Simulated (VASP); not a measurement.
## NaH: single point with r2SCAN

The system is NaH.

```
CELL_PARAMETERS angstrom
0.00000 2.48337 2.43420
2.48337 0.00000 2.43420
2.48337 2.48337 0.00000
ATOMIC_POSITIONS crystal
Na 0.00000 0.00000 0.00000
H 0.50000 0.50000 0.50000
```

```json
{
 "Program": "VASP 6.6.1",
 "Task": "single point",
 "Functional": "r2SCAN",
 "Potentials or basis": "VASP PAW PBE potentials, release 64 (Na_pv, H)",
 "Cutoff": "520 eV",
 "k mesh": "10 × 10 × 10",
 "Occupations": "fermi-dirac, width 0.2 eV",
 "Spin": "no spin polarisation"
}
```

```yaml
Pressure: -1.9 GPa
Band_gap_on_the_k_mesh: 4.25 eV (least direct gap 5.06 eV)
```

Stress tensor (GPa, compression positive):
```
-2.10  0.00  0.00
 0.00 -2.10  0.00
 0.00  0.00 -1.62
```

Levels at points of the mesh, in eV from the valence-band top:
| k point | band 1 | band 2 | band 3 | band 4 | band 5 | band 6 | band 7 | band 8 | band 9 |
| --- | --- | --- | --- | --- | --- | --- | --- | --- | --- |
| (0.00, 0.00, 0.00) | -23.03 | -23.03 | -23.02 | -3.39 | 10.87 | 15.85 | 15.85 | 15.95 | 16.64 |
| (0.50, 0.00, 0.00) | -23.10 | -23.04 | -23.03 | -0.81 | 4.25 | 11.24 | 13.37 | 13.66 | 16.72 |
| (0.50, 0.50, 0.00) | -23.09 | -23.05 | -23.05 | -0.10 | 5.21 | 10.33 | 10.82 | 10.82 | 12.34 |
| (0.50, 0.00, 0.50) | -23.09 | -23.05 | -23.05 | -0.19 | 4.97 | 10.53 | 11.06 | 11.08 | 12.42 |

It took 85 s on 1 thread of AMD EPYC 9R45 96-Core Processor (Zen 5), on a shared host, peak memory 0.14 GiB.

Caveat: the PAW data sets were made with another functional, which shifts forces and pressure a little. r2SCAN opens gaps a little over a GGA but as a rule still falls short of measured ones.
